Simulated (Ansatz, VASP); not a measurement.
**One calculation of AlGaC4N4, two programs**

File INCAR:

```
ALGO = Normal
EDIFF = 1E-6
ENCUT = 520
GGA = PE
ISIF = 2
ISMEAR = 0
LASPH = True
LCHARG = False
LREAL = False
LWAVE = False
NBANDS = 37
NELM = 80
PREC = Accurate
SIGMA = 0.1
```

File KPOINTS:

```
k-points
0
Gamma
  4 4 4
```

POSCAR

```
AlGaC4N4
1.0
    4.5028974900     -5.0300000000      0.0000000000
    4.5028974900      5.0300000000      0.0000000000
   -1.6934953100      0.0000000000      4.1723086400
Al Ga C N
1 1 4 4
Direct
    0.0000000000      0.0000000000      0.0000000000
    0.5000000000      0.5000000000      0.0000000000
    0.1863817100      0.8136182900      0.0000000000
    0.8136182900      0.1863817100      0.0000000000
    0.1863817100      0.1863817100      0.3727634200
    0.8136182900      0.8136182900      0.6272365800
    0.3026839000      0.6973161000      0.0000000000
    0.6973161000      0.3026839000      0.0000000000
    0.3026839000      0.3026839000      0.6053677900
    0.6973161000      0.6973161000      0.3946322100
```

Input for Ansatz:

```yaml
crystal:
  lattice:
    - [4.50289749, -5.03, 0.0]
    - [4.50289749, 5.03, 0.0]
    - [-1.69349531, 0.0, 4.17230864]
  atoms:
    - { symbol: Al, position: [0.0, 0.0, 0.0] }
    - { symbol: Ga, position: [0.5, 0.5, 0.0] }
    - { symbol: C, position: [0.18638171, 0.81361829, 0.0] }
    - { symbol: C, position: [0.81361829, 0.18638171, 0.0] }
    - { symbol: C, position: [0.18638171, 0.18638171, 0.37276342] }
    - { symbol: C, position: [0.81361829, 0.81361829, 0.62723658] }
    - { symbol: "N", position: [0.3026839, 0.6973161, 0.0] }
    - { symbol: "N", position: [0.6973161, 0.3026839, 0.0] }
    - { symbol: "N", position: [0.3026839, 0.3026839, 0.60536779] }
    - { symbol: "N", position: [0.6973161, 0.6973161, 0.39463221] }
basis:
  ecutwfc: 420
kpoints:
  mp_grid: { grid: [4, 4, 4] }
hamiltonian:
  xc: pbe
scf:
  occupations: { method: gaussian, width: 0.1 }
  lower_state_search: "off"
output:
  forces: true
  stress: true
  eigenvalues: true
```

Alike in both runs: task single point; functional PBE; k mesh 4 × 4 × 4; occupations gaussian, width 0.1 eV; no spin polarisation.

|  | VASP | Ansatz |
| --- | --- | --- |
| version | VASP 6.6.1 | Ansatz 0.2.0 |
| potentials or method | VASP PAW PBE potentials, release 64 (Al, Ga_d, C, N), cutoff 520 eV | scalar-relativistic, plane waves, PAW |
| valence electrons in the cell | 52 | 52 |

```csv
,VASP,Ansatz,Ansatz less VASP
gap on the k mesh at the Fermi level (eV),none,none,-
pressure (GPa),3.8,3.5,-0.36
"traceless stress, the component that is largest in VASP (GPa)",2.64,2.33,-0.302
rms of the force components (eV/Å),0.883,0.800,-0.0838
```

Atom by atom the forces differ by 0.192 eV/Å (rms over components). A gap of «none» marks a metal or a gap that the smearing closes.

The k mesh is coarse, so the values compare programs but aren't converged. Noted on VASP's run: the standard files for N, O and F lose accuracy on very short bonds.
